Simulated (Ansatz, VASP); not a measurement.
# V2O5: VASP beside Ansatz

```
V O
1.0
     3.53717    0.00000    0.00000
     0.00000   11.50907    0.00000
     0.00000    0.00000    4.37554
V O
4 10
Direct
  0.00000 0.85140 0.11256
  0.00000 0.14860 0.11256
  0.50000 0.35140 0.88744
  0.50000 0.64860 0.88744
  0.00000 0.85376 0.47316
  0.00000 0.14624 0.47316
  0.50000 0.35376 0.52684
  0.50000 0.64624 0.52684
  0.00000 0.68156 0.99366
  0.00000 0.31844 0.99366
  0.50000 0.18156 0.00634
  0.50000 0.81844 0.00634
  0.00000 0.00000 0.00643
  0.50000 0.50000 0.99357
```

Alike in both runs: functional PBEsol; k mesh 8 × 4 × 6; occupations gaussian, width 0.02 eV; no spin polarisation.

Ansatz relaxed the structure, and its values are those at the end. VASP's run is a single point on that final structure, the one shown.

|  | VASP | Ansatz |
| --- | --- | --- |
| version | VASP 6.6.1 | Ansatz 0.2.0 |
| potentials or method | VASP PAW PBE potentials, release 64 (V_sv, O), cutoff 520 eV | scalar-relativistic, plane waves, PAW |
| valence electrons in the cell | 112 | 112 |

Ansatz gave:

| Property | Result |
| --- | --- |
| gap on the k mesh at the Fermi level (eV) | 1.83 |
| least direct gap on the mesh (eV) | 2.09 |
| pressure (GPa) | 0.0 |
| rms of the force components (eV/Å) | 0.001 |

Problem. Estimate VASP's values.

Solution. gap on the k mesh at the Fermi level (eV): 1.81; least direct gap on the mesh (eV): 2.07; pressure (GPa): 1.3; rms of the force components (eV/Å): 0.222.

VASP's potentials were made for PBE, not for PBEsol.
